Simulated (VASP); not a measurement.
# In2SiH2 (P6/mmm) in VASP: notebook

In2SiH2 is run at these levels: PBE; tasks: single point.

All numbers are computed with VASP 6.6.1; they aren't measurements. Logs are shortened: lines on timing, memory, paths and dates and some standing lists are left out, and cuts for length are marked.

### 1 The cell of the first run

It takes space group P6/mmm (No. 191, hexagonal). The conventional cell has a = 4.646 Å, b = 4.646 Å, c = 4.655 Å, α = 90.00°, β = 90.00°, γ = 120.00°. Within 3.1 Å of In (site symmetry -6m2) lie 2 H at 2.33 Å and 3 In at 2.68 Å. Within 3.5 Å of Si (site symmetry 6/mmm) lie 6 H at 2.68 Å. Within 3.1 Å of H (site symmetry -6m2) lie 2 In at 2.33 Å and 3 Si at 2.68 Å and 3 H at 2.68 Å.

### 2 Single point, PBE

INCAR reads:

```
ALGO = Normal
EDIFF = 1E-6
ENCUT = 500
GGA = PE
GGA_COMPAT = False
ISIF = 2
ISMEAR = 0
LASPH = True
LCHARG = False
LREAL = False
LWAVE = False
NBANDS = 24
NELM = 120
PREC = Accurate
SIGMA = 0.15
```

KPOINTS reads:

```
k-points
0
Gamma
  3 3 2
```

POSCAR reads:

```
In2SiH2
1.0
    4.6456491372      0.0000000000      0.0000000000
   -2.3228245686      4.0232501699      0.0000000000
    0.0000000000      0.0000000000      4.6551235114
In Si H
2 1 2
Direct
    0.3333333333      0.6666666667      0.0000000000
    0.6666666667      0.3333333333      0.0000000000
    0.0000000000      0.0000000000      0.5000000000
    0.3333333333      0.6666666667      0.5000000000
    0.6666666667      0.3333333333      0.5000000000
```

Potentials or basis: VASP PAW PBE potentials, release 64 (In_d, Si, H).

On the command line:

```sh
cat potpaw_PBE.64/In_d/POTCAR potpaw_PBE.64/Si/POTCAR potpaw_PBE.64/H/POTCAR > POTCAR
mpirun -np 1 vasp_std > vasp.out
```

OUTCAR:

```text
EDIFF = 1E-6
   ENCUT = 500
   GGA = PE
   ISIF = 2
   ISMEAR = 0
   LASPH = True
   LREAL = False
   NELM = 120
   PREC = Accurate

 ion  position               nearest neighbor table
   1  0.333  0.667  0.000-   4 2.33   4 2.33   2 2.68   2 2.68   2 2.68   3 3.55   3 3.55   3 3.55
                             3 3.55   3 3.55   3 3.55
   2  0.667  0.333  0.000-   5 2.33   5 2.33   1 2.68   1 2.68   1 2.68   3 3.55   3 3.55   3 3.55
                             3 3.55   3 3.55   3 3.55
   3  0.000  0.000  0.500-   1 3.55   2 3.55   1 3.55   2 3.55   2 3.55   2 3.55   1 3.55   1 3.55
                             2 3.55   2 3.55   1 3.55   1 3.55
   4  0.333  0.667  0.500-   1 2.33   1 2.33
   5  0.667  0.333  0.500-   2 2.33   2 2.33

  LATTYP: Found a hexagonal cell.
 ALAT       =     4.6456491372
 C/A-ratio  =     1.0020394080

  Lattice vectors:

 A1 = (   4.6456491372,   0.0000000000,   0.0000000000)
 A2 = (  -2.3228245686,   4.0232501699,   0.0000000000)
 A3 = (   0.0000000000,   0.0000000000,   4.6551235114)

Analysis of symmetry for initial positions (statically):
=====================================================================
 Subroutine PRICEL returns:
 Original cell was already a primitive cell.

 Routine SETGRP: Setting up the symmetry group for a
 hexagonal supercell.

 Subroutine GETGRP returns: Found 24 space group operations
 (whereof 24 operations were pure point group operations)
 out of a pool of 24 trial point group operations.

The static configuration has the point symmetry D_6h.

Analysis of symmetry for dynamics (positions and initial velocities):
=====================================================================
 Subroutine PRICEL returns:
 Original cell was already a primitive cell.

 Routine SETGRP: Setting up the symmetry group for a
 hexagonal supercell.

 Subroutine GETGRP returns: Found 24 space group operations
 (whereof 24 operations were pure point group operations)
 out of a pool of 24 trial point group operations.

The dynamic configuration has the point symmetry D_6h.

 Subroutine INISYM returns: Found 24 space group operations
 (whereof 24 operations are pure point group operations),
 and found     1 'primitive' translations

----------------------------------------------------------------------------------------

                                     Primitive cell

  volume of cell :      87.0071

  direct lattice vectors                    reciprocal lattice vectors
     4.645649137  0.000000000  0.000000000     0.215255171  0.124277631  0.000000000
    -2.322824569  4.023250170  0.000000000     0.000000000  0.248555262  0.000000000
     0.000000000  0.000000000  4.655123511     0.000000000  0.000000000  0.214817071

  length of vectors
     4.645649137  4.645649137  4.655123511     0.248555262  0.248555262  0.214817071

  position of ions in fractional coordinates (direct lattice)
     0.333333333  0.666666667  0.000000000
     0.666666667  0.333333333  0.000000000
     0.000000000  0.000000000  0.500000000
     0.333333333  0.666666667  0.500000000
     0.666666667  0.333333333  0.500000000

  ion indices of the primitive-cell ions
   primitive index   ion index
                 1           1
                 2           2
                 3           3
                 4           4
                 5           5

----------------------------------------------------------------------------------------

 KPOINTS: k-points

Automatic generation of k-mesh.
 Grid dimensions read from file:
 generate k-points for:    3    3    2

 Generating k-lattice:

  Cartesian coordinates                     Fractional coordinates (reciprocal lattice)
     0.071751724  0.041425877  0.000000000     0.333333333  0.000000000  0.000000000
     0.000000000  0.082851754  0.000000000     0.000000000  0.333333333  0.000000000
     0.000000000  0.000000000  0.107408536     0.000000000  0.000000000  0.500000000

  Length of vectors
     0.082851754  0.082851754  0.107408536

  Shift w.r.t. Gamma in fractional coordinates (k-lattice)
     0.000000000  0.000000000  0.000000000

 Subroutine IBZKPT returns following result:
 ===========================================

 Found      6 irreducible k-points:

 Following reciprocal coordinates:
            Coordinates               Weight
  0.000000  0.000000  0.000000      1.000000
  0.333333 -0.000000  0.000000      6.000000
  0.333333  0.333333  0.000000      2.000000
  0.000000  0.000000  0.500000      1.000000
  0.333333 -0.000000  0.500000      6.000000
  0.333333  0.333333  0.500000      2.000000
   k-points           NKPTS =      6   k-points in BZ     NKDIM =      6   number of bands    NBANDS=     24
   number of dos      NEDOS =    301   number of ions     NIONS =      5
   total plane-waves  NPLWV =  46656
   dimension x,y,z NGX =    36 NGY =   36 NGZ =   36
   dimension x,y,z NGXF=    72 NGYF=   72 NGZF=   72
   ions per type =               2   1   2
   NGX,Y,Z   is equivalent  to a cutoff of  12.88, 12.88, 12.86 a.u.
   NGXF,Y,Z  is equivalent  to a cutoff of  25.77, 25.77, 25.71 a.u.
 SYSTEM =  unknown system
   PREC   = accura    normal or accurate (medium, high low for compatibility)
   ISTART =      0    job   : 0-new  1-cont  2-samecut
   ICHARG =      2    charge: 1-file 2-atom 10-const
   ISPIN  =      1    spin polarized calculation?
   LNONCOLLINEAR =      F non collinear calculations
   LSORBIT =      F    spin-orbit coupling
   LASPH  =      T    aspherical Exc in radial PAW
   ENCUT  =  500.0 eV  36.75 Ry    6.06 a.u.   8.47  8.47  8.49*2*pi/ulx,y,z
   NELM   =    120;   NELMIN=  2; NELMDL= -5     # of ELM steps
   EDIFF  = 0.1E-05   stopping-criterion for ELM
   LREAL  =      F    real-space projection
   EDIFFG = 0.1E-04   stopping-criterion for IOM
   NSW    =      0    number of steps for IOM
   IBRION =     -1    ionic relax: 0-MD 1-quasi-New 2-CG
   NFREE  =      0    steps in history (QN), initial steepest desc. (CG)
   ISIF   =      2    stress and relaxation
   ISYM   =      2    0-nonsym 1-usesym 2-fastsym
   POTIM  = 0.5000    time-step for ionic-motion
   TEBEG  =    0.0;   TEEND  =   0.0 temperature during run
   PSTRESS=    0.0 pullay stress
   NELECT =      32.0000    total number of electrons
   NUPDOWN=      -1.0000    fix difference up-down
   EMIN   =  10.00;   EMAX   =-10.00  energy-range for DOS
   EFERMI =   0.00;   METHOD = LEGACY
   ISMEAR =     0;   SIGMA  =   0.15  broadening in eV -4-tet -1-fermi 0-gaus
   EFERMI_NEDOS =   21; number of points for ismear=-14 and -15
   IALGO  =     38    algorithm
   IMIX   =      4    mixing-type and parameters
     AMIX     =   0.40;   BMIX     =  1.00
     AMIX_MAG =   1.60;   BMIX_MAG =  1.00
  volume/ion in A,a.u.               =      17.40       117.43
  Fermi-wavevector in a.u.,A,eV,Ry     =   1.172933  2.216522 18.718518  1.375772
  Thomas-Fermi vector in A             =   2.309354
   LORBIT       =      0    0 simple, 1 ext, 2 COOP (PROOUT), +10 PAW based schemes
   GGA     = PE    functional components
   LHFCALC =     F    Hartree Fock is set to
   AEXX    =    0.0000 exact exchange contribution
   IVDW    =     0    specifies the selected vdW correction
   LEPSILON=     F    determine dielectric tensor
   LRPA    =     F    only Hartree local field effects (RPA)
 non-spin polarized calculation
 Gauss-broadening in eV      SIGMA  =   0.15
  energy-cutoff  :      500.00
  volume of cell :       87.01
 maximum number of plane-waves:      2260
 NGX is ok and might be reduce to    36
   NGX = 17   NGY = 17   NGZ = 17

 number of electron      32.0000009 magnetization

 Free energy of the ion-electron system (eV)
  ---------------------------------------------------
  ext. energy  EPLUGINS =         0.00000000
  ---------------------------------------------------
  free energy    TOTEN  =       -12.51026419 eV

  energy without entropy =      -12.47238920  energy(sigma->0) =      -12.49132669

 E-fermi :   5.4406     XC(G=0):  -9.7288

 val. band max:        5.4402784386   @ k =   0.0000   0.0000   0.0000
 cond. band min:       5.4883371271   @ k =   0.3333  -0.0000   0.5000
 fundamental gap:      0.0480586885
 Fermi energy:         5.4406015950

 k-point     1 :       0.0000    0.0000    0.0000
  band No.  band energies     occupation
      1      -9.4099      2.00000
      2      -9.2852      2.00000
      3      -9.2852      2.00000
      4      -9.1840      2.00000
      5      -9.1840      2.00000
      6      -8.9271      2.00000
[... 16 lines left out ...]
     23      12.2269      0.00000
     24      12.2609      0.00000

 k-point     2 :       0.3333   -0.0000    0.0000
  band No.  band energies     occupation
      1      -9.5494      2.00000
      2      -9.5152      2.00000
      3      -9.3408      2.00000
      4      -9.2199      2.00000
      5      -9.1302      2.00000
      6      -8.8405      2.00000
[... 16 lines left out ...]
     23      12.0973      0.00000
     24      12.8824      0.00000

 k-point     3 :       0.3333    0.3333    0.0000
  band No.  band energies     occupation
      1      -9.7204      2.00000
      2      -9.3950      2.00000
      3      -9.3950      2.00000
      4      -9.2592      2.00000
      5      -8.9867      2.00000
      6      -8.9867      2.00000
[... 16 lines left out ...]
     23      13.4187      0.00000
     24      13.4187      0.00000

 k-point     4 :       0.0000    0.0000    0.5000
  band No.  band energies     occupation
      1      -9.3790      2.00000
      2      -9.2847      2.00000
      3      -9.2847      2.00000
      4      -9.1917      2.00000
      5      -9.1917      2.00000
      6      -8.9255      2.00000
[... 16 lines left out ...]
     23      10.4914      0.00000
     24      10.4914      0.00000

 k-point     5 :       0.3333   -0.0000    0.5000
  band No.  band energies     occupation
      1      -9.5445      2.00000
      2      -9.5146      2.00000
      3      -9.3189      2.00000
      4      -9.2298      2.00000
      5      -9.1433      2.00000
      6      -8.8486      2.00000
[... 16 lines left out ...]
     23      12.7676      0.00000
     24      13.5632      0.00000

 k-point     6 :       0.3333    0.3333    0.5000
  band No.  band energies     occupation
      1      -9.7182      2.00000
      2      -9.3852      2.00000
      3      -9.3852      2.00000
      4      -9.2769      2.00000
      5      -8.9958      2.00000
      6      -8.9958      2.00000
[... 16 lines left out ...]
     23      13.2666      0.00000
     24      13.2666      0.00000

------------------------ aborting loop because EDIFF is reached ----------------------------------------

  FORCE on cell =-STRESS in cart. coord.  units (eV):
  Direction    XX          YY          ZZ          XY          YZ          ZX
  --------------------------------------------------------------------------------------
  -------------------------------------------------------------------------------------
  Total       -0.0233907     -0.0233907     -0.0695048      0.0000000      0.0000000      0.0000000
  in kB       -0.4307243     -0.4307243     -1.2798835      0.0000000      0.0000000      0.0000000
  external PRESSURE =      -0.7137774 kB  Pullay stress =       0.0000000 kB

 VOLUME and BASIS-vectors are now :
 -----------------------------------------------------------------------------
  energy-cutoff  :      500.00
  volume of cell :       87.01
      direct lattice vectors                 reciprocal lattice vectors
     4.645649137  0.000000000  0.000000000     0.215255171  0.124277631  0.000000000
    -2.322824569  4.023250170  0.000000000     0.000000000  0.248555262  0.000000000
     0.000000000  0.000000000  4.655123511     0.000000000  0.000000000  0.214817071

 POSITION                                       TOTAL-FORCE (eV/Angst)
 -----------------------------------------------------------------------------------
     -0.00000      2.68217      0.00000         0.000000     -0.000000      0.000000
      2.32282      1.34108      0.00000        -0.000000     -0.000000     -0.000000
      0.00000      0.00000      2.32756        -0.000000      0.000000      0.000000
     -0.00000      2.68217      2.32756         0.000000      0.000000      0.000000
      2.32282      1.34108      2.32756        -0.000000      0.000000      0.000000
 -----------------------------------------------------------------------------------
    total drift:                                0.000000      0.000000      0.000000

  FREE ENERGIE OF THE ION-ELECTRON SYSTEM (eV)
  ---------------------------------------------------
  free  energy   TOTEN  =       -12.5102641933 eV

  energy  without entropy=      -12.4723891954  energy(sigma->0) =      -12.49132669
```

Wall time 26 s (1 thread of Intel Xeon 8259CL, shared host); peak memory 0.2 GiB.

What came out:

```yaml
Free_energy: -12.5103 eV
Pressure: -0.1 GPa
Band_gap_on_the_k_mesh: zero (band 16 reaches 5.99 eV, above the bottom of band 17 at 5.44 eV)
```

Caveat: the k points lie up to 0.67 Å⁻¹ apart; spin-orbit coupling is left out, which moves the levels of the heavy elements.

### 3 Single point, PBE

This run uses another cell than the first one, of 18.05 Å³/atom, 1.038 times its volume.

INCAR reads:

```
SYSTEM = In2SiH2
PREC = Accurate
ENCUT = 500
EDIFF = 1E-6
ISMEAR = 0
SIGMA = 0.15
LREAL = .False.
LASPH = .True.
NELM = 120
ALGO = Normal
ISIF = 2
LWAVE = .False.
LCHARG = .False.
GGA = PE
NBANDS = 24
GGA_COMPAT = .False.
```

KPOINTS reads:

```
Automatic mesh
0
Gamma
  3 3 3
  0 0 0
```

POSCAR reads:

```
In2SiH2
1.0
    5.2484960554      0.0000000000      0.0000000000
   -2.6242480277      4.5453309156      0.0000000000
    0.0000000000      0.0000000000      3.7840782178
In Si H
2 1 2
Direct
    0.3333333333      0.6666666667      0.5000000000
    0.6666666667      0.3333333333      0.5000000000
    0.0000000000      0.0000000000      0.5000000000
    0.3333333333      0.6666666667      0.0000000000
    0.6666666667      0.3333333333      0.0000000000
```

Potentials or basis: VASP PAW PBE potentials, release 64 (In_d, Si, H).

On the command line:

```sh
cat potpaw_PBE.64/In_d/POTCAR potpaw_PBE.64/Si/POTCAR potpaw_PBE.64/H/POTCAR > POTCAR
mpirun -np 1 vasp_std > vasp.out
```

Run time: 30 s. Hardware: 1 thread of Intel Xeon 8259CL, shared host; peak memory 0.2 GiB.

It converged, with:

| Item | Value |
| --- | --- |
| Free energy | -14.7902 eV |
| Pressure | -0.3 GPa |
| Band gap on the k mesh | zero (band 16 reaches 6.83 eV, above the bottom of band 17 at 4.33 eV) |

Stress tensor (GPa, compression positive):
```
-0.07  0.00  0.00
 0.00 -0.07  0.00
 0.00  0.00 -0.70
```

Levels at points of the mesh, in eV from the Fermi level:
| k point | band 13 | band 14 | band 15 | band 16 | band 17 | band 18 | band 19 | band 20 |
| --- | --- | --- | --- | --- | --- | --- | --- | --- |
| (0.00, 0.00, 0.00) | -4.58 | -1.29 | -1.29 | -0.69 | -0.69 | 1.10 | 2.22 | 5.27 |

Caveat: the k points lie up to 0.55 Å⁻¹ apart; spin-orbit coupling is left out, which moves the levels of the heavy elements.
